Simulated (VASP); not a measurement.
A run of VASP 6.6.1 is set up as follows.

File INCAR:

```
SYSTEM = V2BN
  PREC = Accurate
  ENCUT = 520
  EDIFF = 1E-6
  ISMEAR = 0
  SIGMA = 0.1
  LREAL = .False.
  LASPH = .True.
  NELM = 150
  ALGO = Normal
  ISIF = 2
  LWAVE = .False.
  LCHARG = .True.
  ISPIN = 2
  MAGMOM = -2 -2 0 0
  LORBIT = 11
  LMAXMIX = 4
  GGA = PE
  LELF = .True.
  LVHAR = .True.
  NBANDS = 29
```

The input KPOINTS:

```
Automatic mesh
0
Gamma
  6 6 4
  0 0 0
```

POSCAR

```
V2BN
1.0
    3.4694747600      0.0000000000      0.0000000000
    0.0000000000      3.4694747600      0.0000000000
    0.0000000000      0.0000000000      4.0604012500
V B N
2 1 1
Direct
    0.5000000000      0.0000000000      0.3898705900
    0.0000000000      0.5000000000      0.3898705900
    0.5000000000      0.5000000000      0.0689193000
    0.0000000000      0.0000000000      0.2588324100
```

Potentials or basis: VASP PAW PBE potentials, release 64 (V_sv, B, N).

Run with:

```bash
$ cat potpaw_PBE.64/V_sv/POTCAR potpaw_PBE.64/B/POTCAR potpaw_PBE.64/N/POTCAR > POTCAR
$ mpirun -np 1 vasp_std > vasp.out
```

**Question.** What does it give for the pressure?

**Answer.** 25.9 GPa.

**Question.** Predict the band gap on the k mesh.

**Answer.** Zero (filled and empty bands overlap).

**Question.** Predict the net moment.

**Answer.** 0.00 μB per cell.

Forces in eV/Å, atoms in the order of the input:
```
V    0.000  0.000  0.436
V    0.000  0.000  0.436
B    0.000  0.000 -1.675
N    0.000  0.000  0.804
```

Caveat: the k points lie up to 0.39 Å⁻¹ apart, too coarse for converged energies and pressures of a metal; forces of over 1 eV/Å act on the atoms, so gaps and moduli don't describe the material at rest. With open d or f shells a metallic result of PBE can be an artefact of self-interaction; +U or a hybrid may open a gap.
